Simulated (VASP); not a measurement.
# NaI in VASP: a series of runs, part 2 of 2

VASP 6.6.1. Earlier steps stand in the parts before.

## (3) Single point, LDA (equal xy, yz and zx shear strains of +2 %)

Contents of INCAR:

```
ALGO = Normal
EDIFF = 1E-6
ENCUT = 520
ISIF = 2
ISMEAR = -1
LASPH = True
LCHARG = False
LREAL = False
LWAVE = False
NBANDS = 14
NELM = 100
PREC = Accurate
SIGMA = 0.02
```

Contents of KPOINTS:

```
k-points
0
Gamma
  8 8 8
```

Contents of POSCAR:

```
NaI
1.0
    0.0647280000      3.2687640000      3.2687640000
    3.2687640000      0.0647280000      3.2687640000
    3.2687640000      3.2687640000      0.0647280000
Na I
1 1
Direct
    0.0000000000      0.0000000000      0.0000000000
    0.5000000000      0.5000000000      0.5000000000
```

Potentials or basis: VASP PAW LDA potentials, release 64 (Na_pv, I).

On the command line:

```sh
$ cat potpaw_LDA.64/Na_pv/POTCAR potpaw_LDA.64/I/POTCAR > POTCAR
$ mpirun -np 1 vasp_std > vasp.out
```

It took 16 s on 1 thread of Intel Xeon 6975P-C (Granite Rapids), shared host; peak memory 0.2 GiB.

It converged, with:

```yaml
Free_energy: -5.9803 eV
Pressure: -1.6 GPa
Band_gap_on_the_k_mesh: 3.29 eV
```

Stress tensor (GPa, compression positive):
```
-1.61 -0.14 -0.14
-0.14 -1.61 -0.14
-0.14 -0.14 -1.61
```

Levels at points of the mesh, in eV from the valence-band top:
| k point | band 5 | band 6 | band 7 | band 8 | band 9 | band 10 |
| --- | --- | --- | --- | --- | --- | --- |
| (0.00, 0.00, 0.00) | -0.14 | 0.00 | 0.00 | 3.29 | 7.53 | 7.87 |
| (0.50, 0.00, 0.00) | -2.29 | -0.39 | -0.32 | 4.79 | 7.09 | 7.29 |
| (0.50, 0.50, 0.00) | -2.00 | -0.87 | -0.75 | 4.21 | 5.34 | 9.54 |
| (0.50, 0.50, 0.50) | -2.32 | -0.26 | -0.26 | 4.89 | 7.37 | 7.37 |

Caveat: the cell differs from its parent crystal (equal xy, yz and zx shear strains of +2 %); spin-orbit coupling is left out, which moves the levels of the heavy elements.

## (4) Single point, LDA (31.87 Å³/atom)

This run uses another cell than the first one, of 31.87 Å³/atom.

Contents of INCAR:

```
ALGO = Normal
EDIFF = 1E-6
ENCUT = 520
GGA = CA
ISIF = 2
ISMEAR = -1
LASPH = T
LCHARG = F
LREAL = F
LWAVE = F
NBANDS = 14
NELM = 100
PREC = Accurate
SIGMA = 0.02
```

KPOINTS is that of step 3.

Contents of POSCAR:

```
NaI
1.0
    0.0000000000      3.1703324822      3.1703324822
    3.1703324822      0.0000000000      3.1703324822
    3.1703324822      3.1703324822      0.0000000000
Na I
1 1
Direct
    0.0000000000      0.0000000000      0.0000000000
    0.5000000000      0.5000000000      0.5000000000
```

Potentials or basis: VASP PAW LDA potentials, release 64 (Na_pv, I).

On the command line:

```sh
$ cat potpaw_LDA.64/Na_pv/POTCAR potpaw_LDA.64/I/POTCAR > POTCAR
$ mpirun -np 1 vasp_std > vasp.out
```

OUTCAR:

```text
EDIFF = 1E-6
   ENCUT = 520
   GGA = CA
   ISIF = 2
   ISMEAR = -1
   LASPH = T
   LREAL = F
   NELM = 100
   PREC = Accurate

 ion  position               nearest neighbor table
   1  0.000  0.000  0.000-   2 3.17   2 3.17   2 3.17   2 3.17   2 3.17   2 3.17
   2  0.500  0.500  0.500-   1 3.17   1 3.17   1 3.17   1 3.17   1 3.17   1 3.17

  LATTYP: Found a face centered cubic cell.
 ALAT       =     6.3406649644

  Lattice vectors:

[... 592 lines left out ...]

 [... further k-points ...]

------------------------ aborting loop because EDIFF is reached ----------------------------------------

  FORCE on cell =-STRESS in cart. coord.  units (eV):
  Direction    XX          YY          ZZ          XY          YZ          ZX
  --------------------------------------------------------------------------------------
  -------------------------------------------------------------------------------------
  Total       -0.2770783     -0.2770783     -0.2770783      0.0000000      0.0000000     -0.0000000
  in kB       -6.9657616     -6.9657616     -6.9657616      0.0000000      0.0000000     -0.0000000
  external PRESSURE =      -6.9657616 kB  Pullay stress =       0.0000000 kB

 VOLUME and BASIS-vectors are now :
 -----------------------------------------------------------------------------
  energy-cutoff  :      520.00
  volume of cell :       63.73
      direct lattice vectors                 reciprocal lattice vectors
     0.000000000  3.170332482  3.170332482    -0.157712165  0.157712165  0.157712165
     3.170332482  0.000000000  3.170332482     0.157712165 -0.157712165  0.157712165
     3.170332482  3.170332482  0.000000000     0.157712165  0.157712165 -0.157712165

 POSITION                                       TOTAL-FORCE (eV/Angst)
 -----------------------------------------------------------------------------------
      0.00000      0.00000      0.00000        -0.000000     -0.000000     -0.000000
      3.17033      3.17033      3.17033         0.000000      0.000000      0.000000
 -----------------------------------------------------------------------------------
    total drift:                                0.000000      0.000000      0.000000

  FREE ENERGIE OF THE ION-ELECTRON SYSTEM (eV)
  ---------------------------------------------------
  free  energy   TOTEN  =        -6.0119759077 eV

  energy  without entropy=       -6.0119759076  energy(sigma->0) =       -6.01197591
```

Wall time 22 s (1 thread of Intel Xeon Platinum 8259CL at 2.50GHz (Skylake/Cascade Lake), shared host); peak memory 0.18 GiB.

What came out:

```yaml
Free_energy: -6.0120 eV
Pressure: -0.7 GPa
Band_gap_on_the_k_mesh: 3.52 eV
```

Caveat: spin-orbit coupling is left out, which moves the levels of the heavy elements.

## (5) Summary

| cell | gap on the mesh (eV) | pressure (GPa) |
| --- | --- | --- |
| a = 4.600 Å, angles 59.3°, 2 atoms | 3.32 | -1.6 |
| a = 4.623 Å, angles 58.7°, 2 atoms | 3.29 | -1.6 |
| a = 4.484 Å, angles 60.0°, 2 atoms | 3.52 | -0.7 |

Alike in all rows: task single point; level LDA; potentials or basis VASP PAW LDA potentials, release 64 (Na_pv, I); no spin polarisation; k mesh 8 × 8 × 8; cutoff (eV) 520; smearing fermi-dirac 0.02 eV.

Caveats: spin-orbit coupling is left out, which moves the levels of the heavy elements.

Total energies depend on the potentials used, so only differences within one code and one set of settings carry meaning.
